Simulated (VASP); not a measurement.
Write the native input for VASP 6.6.1 that does the following.

```
Task                   : single point
Functional             : PBE
Potentials or basis    : VASP PAW PBE potentials, release 64 (Sn_d)
Cutoff                 : 520 eV
k mesh                 : 6 × 6 × 6
Occupations            : gaussian, width 0.05 eV
Spin                   : no spin polarisation
Dipole correction      : no
Further INCAR settings : ALGO = Normal; EDIFF = 1e-06; NBANDS = 21
```

The structure of Sn lies in POSCAR:

```
Sn
1.0
    0.0000000000      3.2459515666      3.2459515666
    3.2459515666      0.0000000000      3.2459515666
    3.2459515666      3.2459515666      0.0000000000
Sn
2
Direct
    0.7500000000      0.7500000000      0.7500000000
    0.5000000000      0.5000000000      0.5000000000
```

One way to write it, as run:

INCAR

```
PREC = Accurate
ENCUT = 520
EDIFF = 1E-6
ISMEAR = 0
SIGMA = 0.05
LREAL = F
LASPH = T
NELM = 60
ALGO = Normal
ISIF = 2
LWAVE = F
LCHARG = F
GGA = PE
NBANDS = 21
```

KPOINTS

```
Automatic mesh
0
Gamma
  6 6 6
```

Potentials or basis: VASP PAW PBE potentials, release 64 (Sn_d).

Run with:

```sh
$ cat potpaw_PBE.64/Sn_d/POTCAR > POTCAR
$ mpirun -np 1 vasp_std > vasp.out
```

It gave:

| Quantity | Value |
| --- | --- |
| Pressure | 3.2 GPa |
| Band gap on the k mesh | zero (band 14 reaches 5.72 eV, above the bottom of band 15 at 5.63 eV) |

Caveat: spin-orbit coupling is left out, which moves the levels of the heavy elements.

Run time: 8.7 s on 1 thread of Intel(R) Xeon(R) 6975P-C (Granite Rapids), with other jobs on the host, peak memory 0.2 GiB.
